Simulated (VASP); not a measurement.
# C (Fd-3m) in VASP: a series of runs, part 2 of 2

VASP 6.6.1. Earlier steps stand in the parts before.

## (3) Single point, revPBE (volume scaled by 0.88)

INCAR

```
SYSTEM = C
PREC = Accurate ; ENCUT = 520
EDIFF = 1E-6 ; ISMEAR = -1
SIGMA = 0.05 ; LREAL = .False.
LASPH = .True. ; NELM = 80
ALGO = Normal ; ISIF = 2
LWAVE = .False. ; LCHARG = .False.
GGA = RE ; NBANDS = 11
```

KPOINTS

```
regular mesh
0
Gamma
  13 13 13
  0 0 0
```

POSCAR

```
C
1.0
    0.0000000000      1.7174547597      1.7174547597
    1.7174547597      0.0000000000      1.7174547597
    1.7174547597      1.7174547597      0.0000000000
C
2
Direct
    0.5000000000      0.5000000000      0.5000000000
    0.7500000000      0.7500000000      0.7500000000
```

Potentials or basis: VASP PAW PBE potentials, release 64 (C).

The run is started by

```sh
$ cat potpaw_PBE.64/C/POTCAR > POTCAR
$ mpirun -np 1 vasp_std > vasp.out
```

OUTCAR:

```text
SYSTEM = C
   PREC = Accurate
   ENCUT = 520
   EDIFF = 1E-6
   ISMEAR = -1
   LREAL = .False.
   LASPH = .True.
   NELM = 80
   ISIF = 2
   GGA = RE

 ion  position               nearest neighbor table
   1  0.500  0.500  0.500-   2 1.49   2 1.49   2 1.49   2 1.49
   2  0.750  0.750  0.750-   1 1.49   1 1.49   1 1.49   1 1.49

  LATTYP: Found a face centered cubic cell.
 ALAT       =     3.4349095194

  Lattice vectors:

 A1 = (   0.0000000000,   1.7174547597,   1.7174547597)
 A2 = (   1.7174547597,   0.0000000000,   1.7174547597)
 A3 = (   1.7174547597,   1.7174547597,   0.0000000000)

Analysis of symmetry for initial positions (statically):
=====================================================================
 Subroutine PRICEL returns:
 Original cell was already a primitive cell.

 Routine SETGRP: Setting up the symmetry group for a
 face centered cubic supercell.

 Subroutine GETGRP returns: Found 48 space group operations
 (whereof 24 operations were pure point group operations)
 out of a pool of 48 trial point group operations.

The static configuration has the point symmetry T_d .
 The point group associated with its full space group is O_h .

Analysis of symmetry for dynamics (positions and initial velocities):
=====================================================================
 Subroutine PRICEL returns:
 Original cell was already a primitive cell.

 Routine SETGRP: Setting up the symmetry group for a
 face centered cubic supercell.

 Subroutine GETGRP returns: Found 48 space group operations
 (whereof 24 operations were pure point group operations)
 out of a pool of 48 trial point group operations.

The dynamic configuration has the point symmetry T_d .
 The point group associated with its full space group is O_h .

 Subroutine INISYM returns: Found 48 space group operations
 (whereof 24 operations are pure point group operations),
 and found     1 'primitive' translations

----------------------------------------------------------------------------------------

                                     Primitive cell

  volume of cell :      10.1318

  direct lattice vectors                    reciprocal lattice vectors
     0.000000000  1.717454760  1.717454760    -0.291128484  0.291128484  0.291128484
     1.717454760  0.000000000  1.717454760     0.291128484 -0.291128484  0.291128484
     1.717454760  1.717454760  0.000000000     0.291128484  0.291128484 -0.291128484

  length of vectors
     2.428847814  2.428847814  2.428847814     0.504249325  0.504249325  0.504249325

  position of ions in fractional coordinates (direct lattice)
     0.500000000  0.500000000  0.500000000
     0.750000000  0.750000000  0.750000000

  ion indices of the primitive-cell ions
   primitive index   ion index
                 1           1
                 2           2

----------------------------------------------------------------------------------------

 KPOINTS: regular mesh

Automatic generation of k-mesh.
 Grid dimensions read from file:
 generate k-points for:   13   13   13

 Generating k-lattice:

  Cartesian coordinates                     Fractional coordinates (reciprocal lattice)
[... 39 lines left out ...]
  0.384615  0.153846  0.000000     24.000000
  0.461538  0.153846  0.000000     24.000000
 [... further k-points ...]
   k-points           NKPTS =     84   k-points in BZ     NKDIM =     84   number of bands    NBANDS=     11
   number of dos      NEDOS =    301   number of ions     NIONS =      2
   total plane-waves  NPLWV =   5832
   dimension x,y,z NGX =    18 NGY =   18 NGZ =   18
   dimension x,y,z NGXF=    36 NGYF=   36 NGZF=   36
   ions per type =               2
   NGX,Y,Z   is equivalent  to a cutoff of  12.32, 12.32, 12.32 a.u.
   NGXF,Y,Z  is equivalent  to a cutoff of  24.64, 24.64, 24.64 a.u.
 SYSTEM =  C
   PREC   = accura    normal or accurate (medium, high low for compatibility)
   ISTART =      0    job   : 0-new  1-cont  2-samecut
   ICHARG =      2    charge: 1-file 2-atom 10-const
   ISPIN  =      1    spin polarized calculation?
   LNONCOLLINEAR =      F non collinear calculations
   LSORBIT =      F    spin-orbit coupling
   LASPH  =      T    aspherical Exc in radial PAW
   ENCUT  =  520.0 eV  38.22 Ry    6.18 a.u.   4.52  4.52  4.52*2*pi/ulx,y,z
   NELM   =     80;   NELMIN=  2; NELMDL= -5     # of ELM steps
   EDIFF  = 0.1E-05   stopping-criterion for ELM
   LREAL  =      F    real-space projection
   EDIFFG = 0.1E-04   stopping-criterion for IOM
   NSW    =      0    number of steps for IOM
   IBRION =     -1    ionic relax: 0-MD 1-quasi-New 2-CG
   NFREE  =      0    steps in history (QN), initial steepest desc. (CG)
   ISIF   =      2    stress and relaxation
   ISYM   =      2    0-nonsym 1-usesym 2-fastsym
   POTIM  = 0.5000    time-step for ionic-motion
   TEBEG  =    0.0;   TEEND  =   0.0 temperature during run
   PSTRESS=    0.0 pullay stress
   NELECT =       8.0000    total number of electrons
   NUPDOWN=      -1.0000    fix difference up-down
   EMIN   =  10.00;   EMAX   =-10.00  energy-range for DOS
   EFERMI =   0.00;   METHOD = LEGACY
   ISMEAR =    -1;   SIGMA  =   0.05  broadening in eV -4-tet -1-fermi 0-gaus
   EFERMI_NEDOS =   21; number of points for ismear=-14 and -15
   IALGO  =     38    algorithm
   IMIX   =      4    mixing-type and parameters
     AMIX     =   0.40;   BMIX     =  1.00
     AMIX_MAG =   1.60;   BMIX_MAG =  1.00
  volume/ion in A,a.u.               =       5.07        34.19
  Fermi-wavevector in a.u.,A,eV,Ry     =   1.513130  2.859401 31.151380  2.289562
  Thomas-Fermi vector in A             =   2.622962
   LORBIT       =      0    0 simple, 1 ext, 2 COOP (PROOUT), +10 PAW based schemes
   GGA     = RE    functional components
   LHFCALC =     F    Hartree Fock is set to
   AEXX    =    0.0000 exact exchange contribution
   IVDW    =     0    specifies the selected vdW correction
   LEPSILON=     F    determine dielectric tensor
   LRPA    =     F    only Hartree local field effects (RPA)
 non-spin polarized calculation
  energy-cutoff  :      520.00
  volume of cell :       10.13
 maximum number of plane-waves:       290
 NGX is ok and might be reduce to    18
   NGX =  9   NGY =  9   NGZ =  9

 number of electron       7.9999997 magnetization

 Free energy of the ion-electron system (eV)
  ---------------------------------------------------
  ext. energy  EPLUGINS =         0.00000000
  ---------------------------------------------------
  free energy    TOTEN  =       -17.10515421 eV

  energy without entropy =      -17.10515421  energy(sigma->0) =      -17.10515421

 E-fermi :  12.4354     XC(G=0): -13.7753

 val. band max:       11.5295542575   @ k =   0.0000   0.0000   0.0000
 cond. band min:      15.9030840181   @ k =   0.3846   0.3846   0.0000
 fundamental gap:      4.3735297606
 Fermi energy:        12.4353600411

 k-point     1 :       0.0000    0.0000    0.0000
  band No.  band energies     occupation
      1     -11.5942      2.00000
      2      11.5296      2.00000
      3      11.5296      2.00000
      4      11.5296      2.00000
      5      17.4309      0.00000
      6      17.4309      0.00000
      7      17.4309      0.00000
      8      27.5010      0.00000
      9      32.3986      0.00000
     10      39.2605      0.00000
     11      39.2605      0.00000
[... 309 lines left out ...]
 k-point    24 :       0.4615    0.1538    0.0000
  band No.  band energies     occupation
      1      -6.1260      2.00000
      2      -0.7069      2.00000
      3       6.7005      2.00000
      4       7.1666      2.00000
      5      19.0276      0.00000
      6      22.9153      0.00000
      7      23.8640      0.00000
      8      26.6019      0.00000
      9      33.6477      0.00000
     10      37.0833      0.00000
     11      40.3150      0.00000

 [... further k-points ...]

------------------------ aborting loop because EDIFF is reached ----------------------------------------

  FORCE on cell =-STRESS in cart. coord.  units (eV):
  Direction    XX          YY          ZZ          XY          YZ          ZX
  --------------------------------------------------------------------------------------
  -------------------------------------------------------------------------------------
  Total        4.3768015      4.3768015      4.3768015      0.0000000      0.0000000     -0.0000000
  in kB      692.1201872    692.1201872    692.1201872      0.0000000      0.0000000     -0.0000000
  external PRESSURE =     692.1201872 kB  Pullay stress =       0.0000000 kB

 VOLUME and BASIS-vectors are now :
 -----------------------------------------------------------------------------
  energy-cutoff  :      520.00
  volume of cell :       10.13
      direct lattice vectors                 reciprocal lattice vectors
     0.000000000  1.717454760  1.717454760    -0.291128484  0.291128484  0.291128484
     1.717454760  0.000000000  1.717454760     0.291128484 -0.291128484  0.291128484
     1.717454760  1.717454760  0.000000000     0.291128484  0.291128484 -0.291128484

 POSITION                                       TOTAL-FORCE (eV/Angst)
 -----------------------------------------------------------------------------------
      1.71745      1.71745      1.71745         0.000000      0.000000      0.000000
      2.57618      2.57618      2.57618        -0.000000     -0.000000     -0.000000
 -----------------------------------------------------------------------------------
    total drift:                                0.000000     -0.000000      0.000000

  FREE ENERGIE OF THE ION-ELECTRON SYSTEM (eV)
  ---------------------------------------------------
  free  energy   TOTEN  =       -17.1051542052 eV

  energy  without entropy=      -17.1051542051  energy(sigma->0) =      -17.10515421
```

OSZICAR:

```text
N       E                     dE             d eps       ncg     rms          rms(c)
DAV:   1     0.201092088381E+01    0.20109E+01   -0.49073E+03  1955   0.709E+02
DAV:   2    -0.175768917800E+02   -0.19588E+02   -0.18930E+02  2436   0.131E+02
DAV:   3    -0.179119670911E+02   -0.33508E+00   -0.33453E+00  2148   0.128E+01
DAV:   4    -0.179123768350E+02   -0.40974E-03   -0.40974E-03  2015   0.575E-01
DAV:   5    -0.179123772225E+02   -0.38750E-06   -0.38745E-06  2112   0.164E-02    0.654E+00
DAV:   6    -0.173049016615E+02    0.60748E+00   -0.31046E-01  1893   0.401E+00    0.396E+00
DAV:   7    -0.171022748258E+02    0.20263E+00   -0.37660E-01  1989   0.450E+00    0.931E-01
DAV:   8    -0.171050788467E+02   -0.28040E-02   -0.10936E-02  1959   0.801E-01    0.589E-02
DAV:   9    -0.171051245919E+02   -0.45745E-04   -0.11800E-04  2170   0.866E-02    0.292E-02
DAV:  10    -0.171051537344E+02   -0.29142E-04   -0.24143E-05  1991   0.454E-02    0.549E-03
DAV:  11    -0.171051542052E+02   -0.47083E-06   -0.58224E-07  2221   0.720E-03
   1 F= -.17105154E+02 E0= -.17105154E+02  d E =-.362807E-10
```

It took 6.7 s on 1 thread of Intel Xeon 6455B, shared host; peak memory 0.12 GiB.

What came out:

| Property | Result |
| --- | --- |
| Free energy | -17.1052 eV |
| Pressure | 69.2 GPa |
| Band gap on the k mesh | 4.37 eV, indirect (least direct gap 5.90 eV) |

Caveat: the PAW data sets were made with another functional, which shifts forces and pressure a little. A k mesh can miss the band edges.

## (4) Single point, revPBE (volume scaled by 0.92)

INCAR

```
PREC = Accurate
ENCUT = 520
EDIFF = 1E-6
ISMEAR = -1
SIGMA = 0.05
LREAL = F
LASPH = T
NELM = 80
ALGO = Normal
ISIF = 2
LWAVE = F
LCHARG = F
GGA = RE
NBANDS = 11
```

KPOINTS

```
regular mesh
0
Gamma
  13 13 13
```

POSCAR

```
C
1.0
    0.0000000000      1.7430921926      1.7430921926
    1.7430921926      0.0000000000      1.7430921926
    1.7430921926      1.7430921926      0.0000000000
C
2
Direct
    0.5000000000      0.5000000000      0.5000000000
    0.7500000000      0.7500000000      0.7500000000
```

The run is started by

```sh
$ cat potpaw_PBE.64/C/POTCAR > POTCAR
$ mpirun -np 1 vasp_std > vasp.out
```

Run time: 6.8 s. Hardware: 1 thread of Intel Xeon 6455B, shared host; peak memory 0.12 GiB.

It converged, with:

- Free energy: -17.2643 eV
- Pressure: 41.9 GPa
- Band gap on the k mesh: 4.28 eV, indirect (least direct gap 5.78 eV)

Levels at points of the mesh, in eV from the valence-band top:
```tsv
k point	band 1	band 2	band 3	band 4	band 5	band 6	band 7	band 8	band 9
(0.00, 0.00, 0.00)	-22.49	0.00	0.00	0.00	5.78	5.78	5.78	14.89	20.26
```

Caveat: the PAW data sets were made with another functional, which shifts forces and pressure a little.

## (5) Summary

```tsv
cell	k mesh	gap on the mesh (eV)	pressure (GPa)
a = 2.535 Å, angles 60.0°, 2 atoms	8 × 8 × 8	4.09	0.5
a = 2.429 Å, angles 60.0°, 2 atoms	13 × 13 × 13	4.37	69.2
a = 2.465 Å, angles 60.0°, 2 atoms	13 × 13 × 13	4.28	41.9
```

Alike in all rows: task single point; level revPBE; potentials or basis VASP PAW PBE potentials, release 64 (C); no spin polarisation; cutoff (eV) 520; smearing fermi-dirac 0.05 eV.

Caveats: the PAW data sets were made with another functional, which shifts forces and pressure a little.

Absolute energies hang on the potentials; compare differences alone.
